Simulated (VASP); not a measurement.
# Ta (Im-3m) in VASP: a series of runs

Runs on Ta. Level: PBE. Tasks: single point, relaxation of cell and atoms.

Program: VASP 6.6.1. These are calculated values, not measurements. Logs are shortened: lines on timing, memory, paths and dates and some standing lists are left out, and cuts for length are marked.

**1. The cell of the first run**

Symmetry: Im-3m, No. 229, cubic system. The conventional cell has a = 3.298 Å, b = 3.298 Å, c = 3.298 Å, α = 90.00°, β = 90.00°, γ = 90.00°. Ta (site symmetry m-3m) has 14 Ta at 2.86 to 3.30 Å within 3.8 Å.

**2. Single point, PBE**

Contents of INCAR:

```
  PREC = Accurate
  ENCUT = 500
  EDIFF = 1E-6
  ISMEAR = 1
  SIGMA = 0.1
  LREAL = F
  LASPH = T
  NELM = 120
  ALGO = Normal
  ISIF = 2
  LWAVE = F
  LCHARG = T
  GGA = PE
  LELF = T
  LVHAR = T
  NBANDS = 12
  GGA_COMPAT = F
```

Contents of KPOINTS:

```
Automatic mesh
0
Gamma
  14 14 14
```

Contents of POSCAR:

```
Ta
1.0
   -1.6490622221      1.6490622221      1.6490622221
    1.6490622221     -1.6490622221      1.6490622221
    1.6490622221      1.6490622221     -1.6490622221
Ta
1
Direct
    0.0000000000      0.0000000000      0.0000000000
```

Potentials or basis: VASP PAW PBE potentials, release 64 (Ta_pv).

Run with:

```sh
> cat potpaw_PBE.64/Ta_pv/POTCAR > POTCAR
> mpirun -np 1 vasp_std > vasp.out
```

OUTCAR:

```text
PREC = Accurate
   ENCUT = 500
   EDIFF = 1E-6
   ISMEAR = 1
   LREAL = F
   LASPH = T
   NELM = 120
   ISIF = 2
   GGA = PE

 ion  position               nearest neighbor table
   1  0.000  0.000  0.000-

  LATTYP: Found a body centered cubic cell.
 ALAT       =     3.2981244442

  Lattice vectors:

 A1 = (  -1.6490622221,   1.6490622221,   1.6490622221)
 A2 = (   1.6490622221,  -1.6490622221,   1.6490622221)
 A3 = (   1.6490622221,   1.6490622221,  -1.6490622221)

Analysis of symmetry for initial positions (statically):
=====================================================================
 Subroutine PRICEL returns:
 Original cell was already a primitive cell.

 Routine SETGRP: Setting up the symmetry group for a
 body centered cubic supercell.

 Subroutine GETGRP returns: Found 48 space group operations
 (whereof 48 operations were pure point group operations)
 out of a pool of 48 trial point group operations.

The static configuration has the point symmetry O_h .

Analysis of symmetry for dynamics (positions and initial velocities):
=====================================================================
 Subroutine PRICEL returns:
 Original cell was already a primitive cell.

 Routine SETGRP: Setting up the symmetry group for a
 body centered cubic supercell.

 Subroutine GETGRP returns: Found 48 space group operations
 (whereof 48 operations were pure point group operations)
 out of a pool of 48 trial point group operations.

The dynamic configuration has the point symmetry O_h .

 Subroutine INISYM returns: Found 48 space group operations
 (whereof 48 operations are pure point group operations),
 and found     1 'primitive' translations

----------------------------------------------------------------------------------------

                                     Primitive cell

  volume of cell :      17.9379

  direct lattice vectors                    reciprocal lattice vectors
    -1.649062222  1.649062222  1.649062222     0.000000000  0.303202628  0.303202628
     1.649062222 -1.649062222  1.649062222     0.303202628  0.000000000  0.303202628
     1.649062222  1.649062222 -1.649062222     0.303202628  0.303202628  0.000000000

  length of vectors
     2.856259554  2.856259554  2.856259554     0.428793269  0.428793269  0.428793269

  position of ions in fractional coordinates (direct lattice)
     0.000000000  0.000000000  0.000000000

  ion indices of the primitive-cell ions
   primitive index   ion index
                 1           1

----------------------------------------------------------------------------------------

 KPOINTS: Automatic mesh

Automatic generation of k-mesh.
 Grid dimensions read from file:
 generate k-points for:   14   14   14

 Generating k-lattice:

  Cartesian coordinates                     Fractional coordinates (reciprocal lattice)
     0.000000000  0.021657331  0.021657331     0.071428571  0.000000000  0.000000000
     0.021657331  0.000000000  0.021657331     0.000000000  0.071428571  0.000000000
     0.021657331  0.021657331  0.000000000     0.000000000  0.000000000  0.071428571

  Length of vectors
     0.030628091  0.030628091  0.030628091

  Shift w.r.t. Gamma in fractional coordinates (k-lattice)
     0.000000000  0.000000000  0.000000000

 Subroutine IBZKPT returns following result:
 ===========================================

 Found    104 irreducible k-points:

 Following reciprocal coordinates:
            Coordinates               Weight
  0.000000  0.000000  0.000000      1.000000
  0.071429  0.000000  0.000000     12.000000
  0.142857  0.000000  0.000000     12.000000
  0.214286  0.000000  0.000000     12.000000
  0.285714  0.000000  0.000000     12.000000
  0.357143  0.000000  0.000000     12.000000
[... 16 lines left out ...]
  0.285714  0.285714  0.000000     24.000000
  0.357143  0.285714  0.000000     24.000000
 [... further k-points ...]
   k-points           NKPTS =    104   k-points in BZ     NKDIM =    104   number of bands    NBANDS=     12
   number of dos      NEDOS =    301   number of ions     NIONS =      1
   total plane-waves  NPLWV =  13824
   dimension x,y,z NGX =    24 NGY =   24 NGZ =   24
   dimension x,y,z NGXF=    48 NGYF=   48 NGZF=   48
   ions per type =               1
   NGX,Y,Z   is equivalent  to a cutoff of  13.97, 13.97, 13.97 a.u.
   NGXF,Y,Z  is equivalent  to a cutoff of  27.94, 27.94, 27.94 a.u.
 SYSTEM =  unknown system
   PREC   = accura    normal or accurate (medium, high low for compatibility)
   ISTART =      0    job   : 0-new  1-cont  2-samecut
   ICHARG =      2    charge: 1-file 2-atom 10-const
   ISPIN  =      1    spin polarized calculation?
   LNONCOLLINEAR =      F non collinear calculations
   LSORBIT =      F    spin-orbit coupling
   LASPH  =      T    aspherical Exc in radial PAW
   ENCUT  =  500.0 eV  36.75 Ry    6.06 a.u.   5.21  5.21  5.21*2*pi/ulx,y,z
   NELM   =    120;   NELMIN=  2; NELMDL= -5     # of ELM steps
   EDIFF  = 0.1E-05   stopping-criterion for ELM
   LREAL  =      F    real-space projection
   EDIFFG = 0.1E-04   stopping-criterion for IOM
   NSW    =      0    number of steps for IOM
   IBRION =     -1    ionic relax: 0-MD 1-quasi-New 2-CG
   NFREE  =      0    steps in history (QN), initial steepest desc. (CG)
   ISIF   =      2    stress and relaxation
   ISYM   =      2    0-nonsym 1-usesym 2-fastsym
   POTIM  = 0.5000    time-step for ionic-motion
   TEBEG  =    0.0;   TEEND  =   0.0 temperature during run
   PSTRESS=    0.0 pullay stress
   NELECT =      11.0000    total number of electrons
   NUPDOWN=      -1.0000    fix difference up-down
   EMIN   =  10.00;   EMAX   =-10.00  energy-range for DOS
   EFERMI =   0.00;   METHOD = LEGACY
   ISMEAR =     1;   SIGMA  =   0.10  broadening in eV -4-tet -1-fermi 0-gaus
   EFERMI_NEDOS =   21; number of points for ismear=-14 and -15
   IALGO  =     38    algorithm
   IMIX   =      4    mixing-type and parameters
     AMIX     =   0.40;   BMIX     =  1.00
     AMIX_MAG =   1.60;   BMIX_MAG =  1.00
  volume/ion in A,a.u.               =      17.94       121.05
  Fermi-wavevector in a.u.,A,eV,Ry     =   1.390856  2.628336 26.320186  1.934479
  Thomas-Fermi vector in A             =   2.514751
   LORBIT       =      0    0 simple, 1 ext, 2 COOP (PROOUT), +10 PAW based schemes
   GGA     = PE    functional components
   LHFCALC =     F    Hartree Fock is set to
   AEXX    =    0.0000 exact exchange contribution
   IVDW    =     0    specifies the selected vdW correction
   LEPSILON=     F    determine dielectric tensor
   LRPA    =     F    only Hartree local field effects (RPA)
 non-spin polarized calculation
 Methfessel and Paxton  Order N= 1 SIGMA  =   0.10
  energy-cutoff  :      500.00
  volume of cell :       17.94
 maximum number of plane-waves:       472
 NGX is ok and might be reduce to    24
   NGX = 11   NGY = 11   NGZ = 11

 number of electron      11.0000002 magnetization

 Free energy of the ion-electron system (eV)
  ---------------------------------------------------
  ext. energy  EPLUGINS =         0.00000000
  ---------------------------------------------------
  free energy    TOTEN  =       -11.81478490 eV

  energy without entropy =      -11.81511088  energy(sigma->0) =      -11.81489356

 E-fermi :   5.4944     XC(G=0): -12.6400

 val. band max:        5.4755278108   @ k =  -0.3571   0.4286   0.1429
 cond. band min:       5.5296833703   @ k =   0.0714   0.0714   0.0714
 fundamental gap:      0.0541555596
 Fermi energy:         5.4943823230

 k-point     1 :       0.0000    0.0000    0.0000
  band No.  band energies     occupation
      1     -27.5409      2.00000
      2     -27.5409      2.00000
      3     -27.5409      2.00000
      4      -2.4125      2.00000
      5       6.2516     -0.00000
      6       6.2516     -0.00000
      7       6.2516     -0.00000
      8       9.5400      0.00000
      9       9.5400      0.00000
     10      20.2247      0.00000
     11      20.5503      0.00000
     12      20.5503      0.00000

 k-point     2 :       0.0714    0.0000    0.0000
  band No.  band energies     occupation
      1     -27.6050      2.00000
      2     -27.5606      2.00000
      3     -27.5413      2.00000
      4      -2.1837      2.00000
      5       6.1031     -0.00000
      6       6.2064     -0.00000
      7       6.4762     -0.00000
      8       9.3046      0.00000
      9       9.5406      0.00000
     10      20.2247      0.00000
     11      20.7548      0.00000
     12      20.9512      0.00000

 k-point     3 :       0.1429    0.0000    0.0000
  band No.  band energies     occupation
      1     -27.7814      2.00000
      2     -27.6154      2.00000
      3     -27.5423      2.00000
      4      -1.5376      2.00000
      5       5.7149     -0.00780
      6       5.9963     -0.00000
      7       7.1383     -0.00000
      8       8.9249      0.00000
      9       9.5625      0.00000
     10      20.2241      0.00000
     11      21.1860      0.00000
     12      22.0910      0.00000

 k-point     4 :       0.2143    0.0000    0.0000
  band No.  band energies     occupation
      1     -28.0282      2.00000
      2     -27.6936      2.00000
      3     -27.5437      2.00000
      4      -0.6064      2.00000
      5       5.2126      2.00050
      6       5.5994     -0.05910
      7       8.2022      0.00000
      8       8.8562      0.00000
      9       9.6486      0.00000
     10      20.2226      0.00000
     11      21.1516      0.00000
     12      22.9386      0.00000

 k-point     5 :       0.2857    0.0000    0.0000
  band No.  band energies     occupation
      1     -28.2919      2.00000
      2     -27.7791      2.00000
      3     -27.5454      2.00000
      4       0.3421      2.00000
      5       4.7169      2.00000
      6       5.3598      2.06710
      7       9.0961      0.00000
      8       9.5987      0.00000
      9       9.8287      0.00000
     10      20.1389      0.00000
     11      20.2149      0.00000
     12      21.4310      0.00000
[... 228 lines left out ...]
      1     -28.5317      2.00000
      2     -28.0345      2.00000
      3     -27.6622      2.00000
      4       2.2970      2.00000
      5       4.1187      2.00000
      6       5.0519      2.00000
      7       9.1479      0.00000
      8      10.3917      0.00000
      9      13.7785      0.00000
     10      16.9387      0.00000
     11      20.2286      0.00000
     12      20.3934      0.00000

 k-point    22 :       0.3571    0.2143    0.0000
  band No.  band energies     occupation
      1     -28.5639      2.00000
      2     -28.1121      2.00000
      3     -27.6689      2.00000
      4       2.4081      2.00000
      5       4.1275      2.00000
      6       5.3750      2.07061
      7       9.3253      0.00000
      8      10.5756      0.00000
      9      15.1051      0.00000
     10      15.5645      0.00000
     11      19.3693      0.00000
     12      20.2305      0.00000

 k-point    23 :       0.2857    0.2857    0.0000
  band No.  band energies     occupation
      1     -28.4992      2.00000
      2     -28.1836      2.00000
      3     -27.6836      2.00000
      4       2.8106      2.00000
      5       4.1123      2.00000
      6       4.9487      2.00000
      7       9.5289      0.00000
      8      10.3164      0.00000
      9      15.2855      0.00000
     10      15.5419      0.00000
     11      19.4250      0.00000
     12      20.2299      0.00000

 k-point    24 :       0.3571    0.2857    0.0000
  band No.  band energies     occupation
      1     -28.4538      2.00000
      2     -28.2722      2.00000
      3     -27.6899      2.00000
      4       2.9510      2.00000
      5       4.2579      2.00000
      6       4.8147      2.00000
      7       9.7622      0.00000
      8      10.3398      0.00000
      9      14.5148      0.00000
     10      16.6617      0.00000
     11      18.4569      0.00000
     12      20.2296      0.00000

 [... further k-points ...]

------------------------ aborting loop because EDIFF is reached ----------------------------------------

  FORCE on cell =-STRESS in cart. coord.  units (eV):
  Direction    XX          YY          ZZ          XY          YZ          ZX
  --------------------------------------------------------------------------------------
  -------------------------------------------------------------------------------------
  Total        0.4599793      0.4599793      0.4599793     -0.0000000      0.0000000     -0.0000000
  in kB       41.0844722     41.0844722     41.0844722     -0.0000000      0.0000000     -0.0000000
  external PRESSURE =      41.0844722 kB  Pullay stress =       0.0000000 kB

 VOLUME and BASIS-vectors are now :
 -----------------------------------------------------------------------------
  energy-cutoff  :      500.00
  volume of cell :       17.94
      direct lattice vectors                 reciprocal lattice vectors
    -1.649062222  1.649062222  1.649062222     0.000000000  0.303202628  0.303202628
     1.649062222 -1.649062222  1.649062222     0.303202628  0.000000000  0.303202628
     1.649062222  1.649062222 -1.649062222     0.303202628  0.303202628  0.000000000

 POSITION                                       TOTAL-FORCE (eV/Angst)
 -----------------------------------------------------------------------------------
      0.00000      0.00000      0.00000         0.000000      0.000000      0.000000
 -----------------------------------------------------------------------------------
    total drift:                                0.000000      0.000000      0.000000

  FREE ENERGIE OF THE ION-ELECTRON SYSTEM (eV)
  ---------------------------------------------------
  free  energy   TOTEN  =       -11.8147848992 eV

  energy  without entropy=      -11.8151108761  energy(sigma->0) =      -11.81489356
```

Run time: 6.3 s. Hardware: 1 thread of Intel Xeon 6975P-C (Granite Rapids), shared host; peak memory 0.14 GiB.

Results:

```yaml
Free_energy: -11.8148 eV
Pressure: 4.1 GPa
Band_gap_on_the_k_mesh: zero (an odd number of electrons rules out a gap without spin polarisation)
```

Caveat: the cell stands under pressure; spin-orbit coupling is left out, which moves the levels of the heavy elements.

**3. Single point, PBE**

This run uses another cell than the first one, of 17.78 Å³/atom.

Contents of INCAR:

```
SYSTEM = Ta
  ALGO = Normal
  EDIFF = 1E-6
  ENCUT = 500
  GGA = PE
  GGA_COMPAT = .False.
  ISIF = 2
  ISMEAR = 1
  LASPH = .True.
  LCHARG = .False.
  LREAL = .False.
  LWAVE = .False.
  NBANDS = 12
  NELM = 120
  PREC = Accurate
  SIGMA = 0.1
```

Contents of KPOINTS:

```
k-points
0
Gamma
  14 14 14
  0 0 0
```

Contents of POSCAR:

```
Ta
1.0
   -1.6441079928      1.6441079928      1.6441079928
    1.6441079928     -1.6441079928      1.6441079928
    1.6441079928      1.6441079928     -1.6441079928
Ta
1
Direct
    0.0000000000      0.0000000000      0.0000000000
```

Potentials or basis: VASP PAW PBE potentials, release 64 (Ta_pv).

Run with:

```sh
> cat potpaw_PBE.64/Ta_pv/POTCAR > POTCAR
> mpirun -np 1 vasp_std > vasp.out
```

Run time: 5.9 s. Hardware: 1 thread of Intel Xeon 6975P-C (Granite Rapids), shared host; peak memory 0.15 GiB.

The run converged. Its results:

| Quantity | Value |
| --- | --- |
| Free energy | -11.8096 eV |
| Pressure | 6.1 GPa |
| Band gap on the k mesh | zero (an odd number of electrons rules out a gap without spin polarisation) |

Levels at points of the mesh, in eV from the Fermi level:
| k point | band 1 | band 2 | band 3 | band 4 | band 5 | band 6 | band 7 | band 8 | band 9 | band 10 |
| --- | --- | --- | --- | --- | --- | --- | --- | --- | --- | --- |
| (0.00, 0.00, 0.00) | -32.99 | -32.99 | -32.99 | -7.94 | 0.76 | 0.76 | 0.76 | 4.08 | 4.08 | 14.77 |
| (0.50, 0.00, 0.00) | -34.22 | -33.39 | -33.00 | -4.41 | -1.55 | 1.68 | 3.97 | 5.02 | 7.95 | 11.97 |
| (0.50, 0.50, 0.50) | -33.85 | -33.85 | -33.85 | -3.85 | -3.85 | 6.97 | 6.97 | 6.97 | 8.81 | 8.81 |

Caveat: the cell stands under pressure; spin-orbit coupling is left out, which moves the levels of the heavy elements.

**4. Relaxation of cell and atoms, PBE**

This run uses another cell than the first one, of 18.01 Å³/atom.

Contents of INCAR:

```
SYSTEM = Ta
PREC     = Accurate       ! precision mode
ENCUT    = 500            ! plane-wave cutoff, eV
EDIFF    = 1E-7           ! SCF threshold, eV
ISMEAR   = 1              ! smearing method
SIGMA    = 0.1            ! smearing width, eV
LREAL    = .FALSE.        ! projectors in reciprocal space
LASPH    = .TRUE.         ! aspherical terms in the spheres
NELM     = 120            ! most SCF steps
ALGO     = Normal         ! electronic algorithm
ISIF     = 3              ! what is computed and relaxed
LWAVE    = .FALSE.        ! write WAVECAR
LCHARG   = .FALSE.        ! write CHGCAR
GGA      = PE             ! functional
IBRION   = 2              ! ionic algorithm
NSW      = 80             ! ionic steps
EDIFFG   = -0.02          ! ionic threshold
GGA_COMPAT= .FALSE.      
NELMIN   = 4
```

Contents of KPOINTS:

```
regular mesh
0
G
  14 14 14
  0 0 0
```

Contents of POSCAR:

```
Ta
1.0
   -1.6512800000      1.6512800000      1.6512800000
    1.6512800000     -1.6512800000      1.6512800000
    1.6512800000      1.6512800000     -1.6512800000
Ta
1
Direct
    0.0000000000      0.0000000000      0.0000000000
```

Run with:

```sh
> cat potpaw_PBE.64/Ta_pv/POTCAR > POTCAR
> mpirun -np 1 vasp_std > vasp.out
```

Run time: 11 s. Hardware: 1 thread of Intel Xeon 6975P-C (Granite Rapids), shared host; peak memory 0.16 GiB.

The run converged. Its results:

- Free energy: -11.8192 eV
- Relaxed volume: 18.29 Å³/atom
- Relaxed cell: a = 2.875 Å, b = 2.875 Å, c = 2.875 Å, α = 109.47°, β = 109.47°, γ = 109.47°
- Space group after relaxing (to 0.1 Å): Im-3m (No. 229)
- Energy gained by relaxing: 2.7 meV/atom
- Ionic steps: 3
- Pressure after relaxing: 0.0 GPa
- Band gap on the k mesh: zero (an odd number of electrons rules out a gap without spin polarisation)

Step by step:
```
step  energy change (eV)  largest force (eV/Å)  pressure (GPa)  volume (Å³)
   1              0.0000                0.0000            3.23        18.01
   2              0.0128                0.0000           -7.07        18.97
   3             -0.0027                0.0000           -0.03        18.29
```

Final structure:
```
CELL_PARAMETERS angstrom
-1.65979 1.65979 1.65979
1.65979 -1.65979 1.65979
1.65979 1.65979 -1.65979
ATOMIC_POSITIONS crystal
Ta 0.00000 0.00000 0.00000
```

Levels at points of the mesh, in eV from the Fermi level:
| k point | band 2 | band 3 | band 4 | band 5 | band 6 | band 7 | band 8 | band 9 |
| --- | --- | --- | --- | --- | --- | --- | --- | --- |
| (0.00, 0.00, 0.00) | -33.12 | -33.12 | -7.85 | 0.74 | 0.74 | 0.74 | 3.96 | 3.96 |
| (0.50, 0.00, 0.00) | -33.49 | -33.13 | -4.30 | -1.49 | 1.53 | 3.84 | 4.84 | 7.66 |
| (0.50, 0.50, 0.50) | -33.90 | -33.90 | -3.70 | -3.70 | 6.72 | 6.72 | 6.72 | 8.53 |

Caveat: spin-orbit coupling is left out, which moves the levels of the heavy elements. Zero-point motion and thermal expansion aren't in these numbers.

(Continued in part 2 of 2.)
